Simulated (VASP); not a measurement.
# Al (P6/mmm) in VASP: a series of runs

The runs below take Al through single point, with PBE.

All numbers are computed with VASP 6.6.1; they aren't measurements. Logs are shortened: lines on timing, memory, paths and dates and some standing lists are left out, and cuts for length are marked.

## 1. The cell of the first run

Symmetry: P6/mmm, No. 191, hexagonal system. Conventional cell: a = 2.331 Å, b = 2.331 Å, c = 2.282 Å, α = 90.00°, β = 90.00°, γ = 120.00°. Within 3.0 Å of Al (site symmetry 6/mmm) lie 8 Al at 2.28 to 2.33 Å.

## 2. Single point, PBE

File INCAR:

```
PREC = Accurate
ENCUT = 520
EDIFF = 1E-6
ISMEAR = -1
SIGMA = 0.05
LREAL = False
LASPH = True
NELM = 100
ALGO = Normal
ISIF = 2
LWAVE = False
LCHARG = False
GGA = PE
NBANDS = 8
```

File KPOINTS:

```
regular mesh
0
Gamma
  19 19 17
```

File POSCAR:

```
Al
1.0
    2.3314870980      0.0000000000      0.0000000000
   -1.1657435490      2.0191270555      0.0000000000
    0.0000000000      0.0000000000      2.2820466386
Al
1
Direct
    0.0000000000      0.0000000000      0.0000000000
```

Potentials or basis: VASP PAW PBE potentials, release 64 (Al).

Started as:

```bash
$ cat potpaw_PBE.64/Al/POTCAR > POTCAR
$ mpirun -np 1 vasp_std > vasp.out
```

OUTCAR:

```text
PREC = Accurate
   ENCUT = 520
   EDIFF = 1E-6
   ISMEAR = -1
   LREAL = False
   LASPH = True
   NELM = 100
   ISIF = 2
   GGA = PE

 ion  position               nearest neighbor table
   1  0.000  0.000  0.000-

  LATTYP: Found a hexagonal cell.
 ALAT       =     2.3314870980
 C/A-ratio  =     0.9787944529

  Lattice vectors:

 A1 = (   2.3314870980,   0.0000000000,   0.0000000000)
 A2 = (  -1.1657435490,   2.0191270555,   0.0000000000)
 A3 = (   0.0000000000,   0.0000000000,   2.2820466386)

Analysis of symmetry for initial positions (statically):
=====================================================================
 Subroutine PRICEL returns:
 Original cell was already a primitive cell.

 Routine SETGRP: Setting up the symmetry group for a
 hexagonal supercell.

 Subroutine GETGRP returns: Found 24 space group operations
 (whereof 24 operations were pure point group operations)
 out of a pool of 24 trial point group operations.

The static configuration has the point symmetry D_6h.

Analysis of symmetry for dynamics (positions and initial velocities):
=====================================================================
 Subroutine PRICEL returns:
 Original cell was already a primitive cell.

 Routine SETGRP: Setting up the symmetry group for a
 hexagonal supercell.

 Subroutine GETGRP returns: Found 24 space group operations
 (whereof 24 operations were pure point group operations)
 out of a pool of 24 trial point group operations.

The dynamic configuration has the point symmetry D_6h.

 Subroutine INISYM returns: Found 24 space group operations
 (whereof 24 operations are pure point group operations),
 and found     1 'primitive' translations

----------------------------------------------------------------------------------------

                                     Primitive cell

  volume of cell :      10.7429

  direct lattice vectors                    reciprocal lattice vectors
     2.331487098  0.000000000  0.000000000     0.428910802  0.247631767  0.000000000
    -1.165743549  2.019127055  0.000000000     0.000000000  0.495263533  0.000000000
     0.000000000  0.000000000  2.282046639     0.000000000  0.000000000  0.438203139

  length of vectors
     2.331487098  2.331487098  2.282046639     0.495263533  0.495263533  0.438203139
[... 72 lines left out ...]
   ICHARG =      2    charge: 1-file 2-atom 10-const
   ISPIN  =      1    spin polarized calculation?
   LNONCOLLINEAR =      F non collinear calculations
   LSORBIT =      F    spin-orbit coupling
   LASPH  =      T    aspherical Exc in radial PAW
   ENCUT  =  520.0 eV  38.22 Ry    6.18 a.u.   4.34  4.34  4.24*2*pi/ulx,y,z
   NELM   =    100;   NELMIN=  2; NELMDL= -5     # of ELM steps
   EDIFF  = 0.1E-05   stopping-criterion for ELM
   LREAL  =      F    real-space projection
   EDIFFG = 0.1E-04   stopping-criterion for IOM
   NSW    =      0    number of steps for IOM
   IBRION =     -1    ionic relax: 0-MD 1-quasi-New 2-CG
   NFREE  =      0    steps in history (QN), initial steepest desc. (CG)
   ISIF   =      2    stress and relaxation
   ISYM   =      2    0-nonsym 1-usesym 2-fastsym
   POTIM  = 0.5000    time-step for ionic-motion
   TEBEG  =    0.0;   TEEND  =   0.0 temperature during run
   PSTRESS=    0.0 pullay stress
   NELECT =       3.0000    total number of electrons
   NUPDOWN=      -1.0000    fix difference up-down
   EMIN   =  10.00;   EMAX   =-10.00  energy-range for DOS
   EFERMI =   0.00;   METHOD = LEGACY
   ISMEAR =    -1;   SIGMA  =   0.05  broadening in eV -4-tet -1-fermi 0-gaus
   EFERMI_NEDOS =   21; number of points for ismear=-14 and -15
   IALGO  =     38    algorithm
   IMIX   =      4    mixing-type and parameters
     AMIX     =   0.40;   BMIX     =  1.00
     AMIX_MAG =   1.60;   BMIX_MAG =  1.00
  volume/ion in A,a.u.               =      10.74        72.50
  Fermi-wavevector in a.u.,A,eV,Ry     =   1.070060  2.022120 15.579061  1.145029
  Thomas-Fermi vector in A             =   2.205759
   LORBIT       =      0    0 simple, 1 ext, 2 COOP (PROOUT), +10 PAW based schemes
   GGA     = PE    functional components
   LHFCALC =     F    Hartree Fock is set to
   AEXX    =    0.0000 exact exchange contribution
   IVDW    =     0    specifies the selected vdW correction
   LEPSILON=     F    determine dielectric tensor
   LRPA    =     F    only Hartree local field effects (RPA)
 non-spin polarized calculation
  energy-cutoff  :      520.00
  volume of cell :       10.74
 maximum number of plane-waves:       315
 NGX is ok and might be reduce to    18
   NGX =  9   NGY =  9   NGZ =  9

 number of electron       3.0000000 magnetization

 Free energy of the ion-electron system (eV)
  ---------------------------------------------------
  ext. energy  EPLUGINS =         0.00000000
  ---------------------------------------------------
  free energy    TOTEN  =        -1.77626912 eV

  energy without entropy =       -1.77353614  energy(sigma->0) =       -1.77490263

 E-fermi :  13.1219     XC(G=0): -11.8461

 val. band max:       13.1003269097   @ k =   0.3684   0.0526   0.4118
 cond. band min:      13.1241903315   @ k =   0.1053   0.1053   0.2941
 fundamental gap:      0.0238634218
 Fermi energy:        13.1219269468

 k-point     1 :       0.0000    0.0000    0.0000
  band No.  band energies     occupation
      1      -1.1244      2.00000
      2      22.1092      0.00000
      3      25.8318      0.00000
      4      29.2409      0.00000
      5      29.2409      0.00000
      6      33.6053      0.00000
      7      33.6053      0.00000
      8      34.1049      0.00000
[... 243 lines left out ...]
 k-point    24 :       0.3158    0.1053    0.0000
  band No.  band energies     occupation
      1       3.9245      2.00000
      2      12.7310      1.99920
      3      19.4623      0.00000
      4      27.7426      0.00000
      5      29.4173      0.00000
      6      34.1155      0.00000
      7      37.6869      0.00000
      8      41.7806      0.00000

 [... further k-points ...]
[... 5 lines left out ...]
  --------------------------------------------------------------------------------------
  -------------------------------------------------------------------------------------
  Total        7.4010124      7.4010124      7.3990712     -0.0000000      0.0000000      0.0000000
  in kB     1103.7749440   1103.7749440   1103.4854461     -0.0000000      0.0000000      0.0000000
  external PRESSURE =    1103.6784447 kB  Pullay stress =       0.0000000 kB

 VOLUME and BASIS-vectors are now :
 -----------------------------------------------------------------------------
  energy-cutoff  :      520.00
  volume of cell :       10.74
      direct lattice vectors                 reciprocal lattice vectors
     2.331487098  0.000000000  0.000000000     0.428910802  0.247631767  0.000000000
    -1.165743549  2.019127055  0.000000000     0.000000000  0.495263533  0.000000000
     0.000000000  0.000000000  2.282046639     0.000000000  0.000000000  0.438203139

 POSITION                                       TOTAL-FORCE (eV/Angst)
 -----------------------------------------------------------------------------------
      0.00000      0.00000      0.00000         0.000000      0.000000      0.000000
 -----------------------------------------------------------------------------------
    total drift:                                0.000000      0.000000      0.000000

  FREE ENERGIE OF THE ION-ELECTRON SYSTEM (eV)
  ---------------------------------------------------
  free  energy   TOTEN  =        -1.7762691168 eV

  energy  without entropy=       -1.7735361393  energy(sigma->0) =       -1.77490263
```

OSZICAR:

```text
N       E                     dE             d eps       ncg     rms          rms(c)
DAV:   1     0.837567937614E-02    0.83757E-02   -0.99970E+02  5824   0.216E+02
DAV:   2    -0.184310922608E+01   -0.18515E+01   -0.17817E+01  8272   0.228E+01
DAV:   3    -0.184976810313E+01   -0.66589E-02   -0.66563E-02  7176   0.155E+00
DAV:   4    -0.184978292586E+01   -0.14823E-04   -0.14824E-04  8784   0.608E-02
DAV:   5    -0.184978298126E+01   -0.55403E-07   -0.53540E-07  7328   0.208E-03    0.257E+00
DAV:   6    -0.180300332105E+01    0.46780E-01   -0.75269E-03  7296   0.321E-01    0.148E+00
DAV:   7    -0.177648020707E+01    0.26523E-01   -0.14237E-02  7264   0.484E-01    0.228E-01
DAV:   8    -0.177634098909E+01    0.13922E-03   -0.30229E-04  7792   0.895E-02    0.821E-02
DAV:   9    -0.177627072673E+01    0.70262E-04   -0.33948E-05  8384   0.291E-02    0.414E-02
DAV:  10    -0.177626918070E+01    0.15460E-05   -0.22296E-07  6632   0.324E-03    0.391E-03
DAV:  11    -0.177626911683E+01    0.63862E-07   -0.49034E-09  3664   0.449E-04
   1 F= -.17762691E+01 E0= -.17749026E+01  d E =-.273298E-02
```

stdout:

```text
POSCAR found type information on POSCAR Al
 POSCAR found :  1 types and       1 ions
 scaLAPACK will be used
 LDA part: xc-table for (Slater+PW92), standard interpolation
 POSCAR, INCAR and KPOINTS ok, starting setup
 FFT: planning ... GRIDC
 FFT: planning ... GRID_SOFT
 FFT: planning ... GRID
 WAVECAR not read
 entering main loop
```

Wall time 35 s (1 thread of Intel Xeon Platinum 8259CL at 2.50GHz (Skylake/Cascade Lake), shared host); peak memory 0.13 GiB.

What came out:

| Quantity | Value |
| --- | --- |
| Free energy | -1.7763 eV |
| Pressure | 110.4 GPa |

(Part 1 of 3 ends here.)
